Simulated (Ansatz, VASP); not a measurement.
# ZnO in VASP and in Ansatz

Contents of INCAR:

```
SYSTEM = ZnO
PREC = Accurate ; ENCUT = 910
EDIFF = 1E-6 ; ISMEAR = 0
SIGMA = 0.02 ; LREAL = .False.
LASPH = .True. ; NELM = 120
ALGO = Normal ; ISIF = 2
LWAVE = .False. ; LCHARG = .False.
GGA = PS ; NBANDS = 16
GGA_COMPAT = .False.
```

Contents of KPOINTS:

```
regular mesh
0
Gamma
  12 12 12
  0 0 0
```

Contents of POSCAR:

```
ZnO
1.0
    0.0000000000      2.1169471345      2.1169471345
    2.1169471345      0.0000000000      2.1169471345
    2.1169471345      2.1169471345      0.0000000000
Zn O
1 1
Direct
    0.0000000000      0.0000000000      0.0000000000
    0.5000000000      0.5000000000      0.5000000000
```

Input for Ansatz:

```yaml
crystal:
  lattice:
    - [0.0, 2.1169471345, 2.1169471345]
    - [2.1169471345, 0.0, 2.1169471345]
    - [2.1169471345, 2.1169471345, 0.0]
  atoms:
    - { symbol: Zn, position: [0.0, 0.0, 0.0] }
    - { symbol: O, position: [0.5, 0.5, 0.5] }
basis:
  ecutwfc: 420
kpoints:
  mp_grid: { grid: [12, 12, 12] }
hamiltonian:
  xc: pbesol
scf:
  occupations: { method: gaussian, width: 0.02 }
output:
  forces: true
  stress: true
  eigenvalues: true
```

Alike in both runs: task single point; functional PBEsol; k mesh 12 × 12 × 12; occupations gaussian, width 0.02 eV; no spin polarisation.

|  | VASP | Ansatz |
| --- | --- | --- |
| version | VASP 6.6.1 | Ansatz 0.2.0 |
| potentials or method | VASP PAW PBE potentials, release 64 (Zn, O_h), cutoff 910 eV | scalar-relativistic, plane waves, PAW |
| valence electrons in the cell | 18 | 18 |

```tsv
	VASP	Ansatz	Ansatz less VASP
gap on the k mesh at the Fermi level (eV)	0.95	0.98	+0.033
least direct gap on the mesh (eV)	2.46	2.49	+0.031
```

VASP's potentials were made for PBE, not for PBEsol.

Noted on VASP's run: the cutoff is short for stress, so the pressure is rough.
